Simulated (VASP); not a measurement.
A run of VASP 6.6.1 is set up as follows.

File INCAR:

```
SYSTEM = KCl
ALGO     = Normal         ! electronic algorithm
EDIFF    = 1E-8           ! SCF threshold, eV
ENCUT    = 520            ! plane-wave cutoff, eV
GGA      = PS             ! functional
ISIF     = 2              ! what is computed and relaxed
ISMEAR   = -1             ! smearing method
LASPH    = .TRUE.         ! aspherical terms in the spheres
LCHARG   = .FALSE.        ! write CHGCAR
LEFG     = .TRUE.       
LREAL    = .FALSE.        ! projectors in reciprocal space
LWAVE    = .FALSE.        ! write WAVECAR
NBANDS   = 15             ! bands
NELM     = 80             ! most SCF steps
PREC     = Accurate       ! precision mode
SIGMA    = 0.03           ! smearing width, eV
```

KPOINTS

```
k-points
0
G
  7 7 7
  0 0 0
```

POSCAR

```
KCl
1.0
    0.0000000000      3.1455444028      3.1455444028
    3.1455444028      0.0000000000      3.1455444028
    3.1455444028      3.1455444028      0.0000000000
K Cl
1 1
Direct
    0.0000000000      0.0000000000      0.0000000000
    0.5000000000      0.5000000000      0.5000000000
```

Potentials or basis: VASP PAW PBE potentials, release 64 (K_sv, Cl).

Command:

```console
$ cat potpaw_PBE.64/K_sv/POTCAR potpaw_PBE.64/Cl/POTCAR > POTCAR
$ mpirun -np 1 vasp_std > vasp.out
```

Question: Predict the band gap on the k mesh.

Answer: 5.03 eV.

Question: What does it give for the pressure?

Answer: -0.4 GPa.

Caveat: the PAW data sets were made with another functional, which shifts forces and pressure a little; an odd mesh through Γ misses points on the zone boundary, where band edges can lie.
